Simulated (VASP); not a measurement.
SnO: single point with PBE

Crystal: SnO.

```
Sn O
1.0
     3.79860    0.00000    0.00000
     0.00000    3.79860    0.00000
     0.00000    0.00000    4.88921
Sn O
2 2
Direct
  0.50000 0.00000 0.24029
  0.00000 0.50000 0.75971
  0.00000 0.00000 0.00000
  0.50000 0.50000 0.00000
```

This cell differs from its parent crystal: z stretched by +1 %, then relaxed in part.

```json
{
 "Program": "VASP 6.6.1",
 "Task": "single point",
 "Functional": "PBE",
 "Potentials or basis": "VASP PAW PBE potentials, release 64 (Sn_d, O)",
 "Cutoff": "520 eV",
 "k mesh": "12 × 12 × 10",
 "Occupations": "fermi-dirac, width 0.05 eV",
 "Spin": "no spin polarisation"
}
```

```json
{"Pressure": "3.1 GPa", "Largest force": "0.083 eV/Å", "Band gap on the k mesh": "zero (bands 20 and 21 overlap by 0.05 eV)"}
```

Forces on the atoms (eV/Å):
```
Sn   0.000  0.000  0.083
Sn   0.000  0.000 -0.083
O    0.000  0.000  0.000
O    0.000  0.000  0.000
```

Stress tensor (GPa, compression positive):
```
3.82 0.00 0.00
0.00 3.82 0.00
0.00 0.00 1.68
```

Levels at points of the mesh, in eV from the Fermi level:
| k point | band 18 | band 19 | band 20 | band 21 | band 22 | band 23 |
| --- | --- | --- | --- | --- | --- | --- |
| (0.00, 0.00, 0.00) | -3.16 | -3.16 | -0.05 | 2.04 | 4.30 | 4.51 |
| (0.50, 0.00, 0.00) | -4.84 | -2.87 | -2.87 | 3.02 | 3.02 | 5.76 |
| (0.50, 0.50, 0.00) | -2.51 | -2.06 | -2.06 | -0.10 | -0.10 | 4.27 |
| (0.00, 0.00, 0.50) | -3.18 | -3.18 | -2.43 | 1.73 | 2.82 | 2.82 |
| (0.50, 0.00, 0.50) | -4.81 | -1.90 | -1.90 | 2.41 | 2.41 | 5.29 |
| (0.50, 0.50, 0.50) | -2.82 | -2.51 | -2.51 | 2.14 | 2.14 | 3.85 |

It took 8 min on 1 thread of Oxide Virtual Turin-like Processor, on a shared host, peak memory 0.34 GiB.

Caveat: the cell differs from its parent crystal (z stretched by +1 %, then relaxed in part); the cell stands under pressure; semilocal functionals underestimate gaps, and a narrow one can read as zero; spin-orbit coupling is left out, which moves the levels of the heavy elements.
